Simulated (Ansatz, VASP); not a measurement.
## One calculation of SnO, two programs

Contents of INCAR:

```
SYSTEM = SnO
  PREC = Accurate
  ENCUT = 520
  EDIFF = 1E-7
  ISMEAR = -1
  SIGMA = 0.02
  LREAL = .FALSE.
  LASPH = .TRUE.
  NELM = 80
  ALGO = Normal
  ISIF = 2
  LWAVE = .FALSE.
  LCHARG = .TRUE.
  GGA = PE
  LELF = .TRUE.
  LVHAR = .TRUE.
  NBANDS = 28
```

The input KPOINTS:

```
regular mesh
0
G
  6 6 6
  0 0 0
```

The input POSCAR:

```
SnO
1.0
    3.7926488455      0.0000000000      0.0000000000
    0.0000000000      3.7926488455      0.0000000000
    0.0000000000      0.0000000000      4.7582138958
Sn O
2 2
Direct
    0.5000000000      0.0000000000      0.2410340807
    0.0000000000      0.5000000000      0.7589659193
    0.0000000000      0.0000000000      0.0000000000
    0.5000000000      0.5000000000      0.0000000000
```

Input for Ansatz:

```yaml
crystal:
  lattice:
    - [3.7926488455, 0.0, 0.0]
    - [0.0, 3.7926488455, 0.0]
    - [0.0, 0.0, 4.7582138958]
  atoms:
    - { symbol: Sn, position: [0.5, 0.0, 0.2410340807] }
    - { symbol: Sn, position: [0.0, 0.5, 0.7589659193] }
    - { symbol: O, position: [0.0, 0.0, 0.0] }
    - { symbol: O, position: [0.5, 0.5, 0.0] }
kpoints:
  mp_grid: { grid: [6, 6, 6] }
  band_path:
    path:
      - [[0.0, 0.0, 0.0], [-3.772772245438e-51, 0.5, 4.422416530292e-34], [0.5, 0.5, 7.668671418061e-34], [0.0, 0.0, 0.0], [-1.237110124734e-52, -9.902215937841e-51, 0.5], [-1.237110124734e-52, 0.5, 0.5], [0.5, 0.5, 0.5], [-1.237110124734e-52, -9.902215937841e-51, 0.5]]
      - [[-3.772772245438e-51, 0.5, 4.422416530292e-34], [-1.237110124734e-52, 0.5, 0.5]]
      - [[0.5, 0.5, 7.668671418061e-34], [0.5, 0.5, 0.5]]
    npoints: 10
hamiltonian:
  xc: pbe
scf:
  occupations: { method: fermi_dirac, width: 0.02 }
  n_extra_bands: 5
output:
  forces: true
  stress: true
  eigenvalues: true
```

Alike in both runs: task single point; functional PBE; k mesh 6 × 6 × 6; occupations fermi-dirac, width 0.02 eV; no spin polarisation.

```csv
,VASP,Ansatz
version,VASP 6.6.1,Ansatz 0.2.0
potentials or method,"VASP PAW PBE potentials, release 64 (Sn_d, O)","plane waves, PAW"
plane-wave cutoff (eV),520,420
valence electrons in the cell,40,40
```

Ansatz gave:

* pressure (GPa): 5.4
* traceless stress, the component that is largest in VASP (GPa): -0.61
* rms of the force components (eV/Å): 0.202

**Question.** Estimate VASP's values.

**Answer.** Pressure (GPa): 5.6; traceless stress, the component that is largest in VASP (GPa): -0.60; rms of the force components (eV/Å): 0.238.

Atom by atom the forces differ by 0.036 eV/Å (rms over components).
